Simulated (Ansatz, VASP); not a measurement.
## Two plane-wave programs on Al3GaN4

File INCAR:

```
PREC     = Accurate       # precision mode
ENCUT    = 520            # plane-wave cutoff, eV
EDIFF    = 1E-6           # SCF threshold, eV
ISMEAR   = 0              # smearing method
SIGMA    = 0.05           # smearing width, eV
LREAL    = F              # projectors in reciprocal space
LASPH    = T              # aspherical terms in the spheres
NELM     = 60             # most SCF steps
ALGO     = Normal         # electronic algorithm
ISIF     = 2              # what is computed and relaxed
LWAVE    = F              # write WAVECAR
LCHARG   = F              # write CHGCAR
GGA      = PS             # functional
NBANDS   = 31             # bands
```

Contents of KPOINTS:

```
regular mesh
0
Gamma
  6 6 6
```

POSCAR

```
Al3GaN4
1.0
    4.4952608103      0.1615208909      0.1615208909
    0.1615208909      4.4952608103      0.1615208909
    0.1615208909      0.1615208909      4.4952608103
Al Ga N
3 1 4
Direct
    0.5000000000      0.5000000000      0.0000000000
    0.5000000000      0.0000000000      0.5000000000
    0.0000000000      0.5000000000      0.5000000000
    0.0000000000      0.0000000000      0.0000000000
    0.7447140287      0.7447140287      0.2552859713
    0.7447140287      0.2552859713      0.7447140287
    0.2552859713      0.7447140287      0.7447140287
    0.2552859713      0.2552859713      0.2552859713
```

Input for Ansatz:

```yaml
crystal:
  lattice:
    - [4.4952608103, 0.1615208909, 0.1615208909]
    - [0.1615208909, 4.4952608103, 0.1615208909]
    - [0.1615208909, 0.1615208909, 4.4952608103]
  atoms:
    - { symbol: Al, position: [0.5, 0.5, 0.0] }
    - { symbol: Al, position: [0.5, 0.0, 0.5] }
    - { symbol: Al, position: [0.0, 0.5, 0.5] }
    - { symbol: Ga, position: [0.0, 0.0, 0.0] }
    - { symbol: "N", position: [0.7447140287, 0.7447140287, 0.2552859713] }
    - { symbol: "N", position: [0.7447140287, 0.2552859713, 0.7447140287] }
    - { symbol: "N", position: [0.2552859713, 0.7447140287, 0.7447140287] }
    - { symbol: "N", position: [0.2552859713, 0.2552859713, 0.2552859713] }
basis:
  ecutwfc: 520.0
kpoints:
  mp_grid: { grid: [6, 6, 6] }
hamiltonian:
  xc: pbesol
scf:
  occupations: { method: gaussian, width: 0.05 }
output:
  forces: true
  stress: true
  eigenvalues: true
```

Change from the starting cell: equal engineering shear yz, xz and xy +0.0733, equal normal strain along x, y and z +0.0200.

Alike in both runs: task single point; functional PBEsol; k mesh 6 × 6 × 6; occupations gaussian, width 0.05 eV; no spin polarisation.

```csv
,VASP,Ansatz
version,VASP 6.6.1,Ansatz 0.2.0
potentials or method,"VASP PAW PBE potentials, release 64 (Al, Ga_d, N), cutoff 520 eV","scalar-relativistic, plane waves, PAW"
valence electrons in the cell,42,42
```

|  | VASP | Ansatz | Ansatz less VASP |
| --- | --- | --- | --- |
| gap on the k mesh at the Fermi level (eV) | 2.46 | 2.46 | -0.005 |
| least direct gap on the mesh (eV) | 2.46 | 2.46 | -0.005 |
| pressure (GPa) | -7.4 | -7.3 | +0.07 |
| traceless stress, the component that is largest in VASP (GPa) | -11.87 | -11.77 | +0.099 |
| rms of the force components (eV/Å) | 0.198 | 0.196 | -0.0024 |

VASP's potentials were made for PBE, not for PBEsol. Atom by atom the forces differ by 0.007 eV/Å (rms over components). The functional is the same, so the differences come from potentials, cutoffs and numerics.
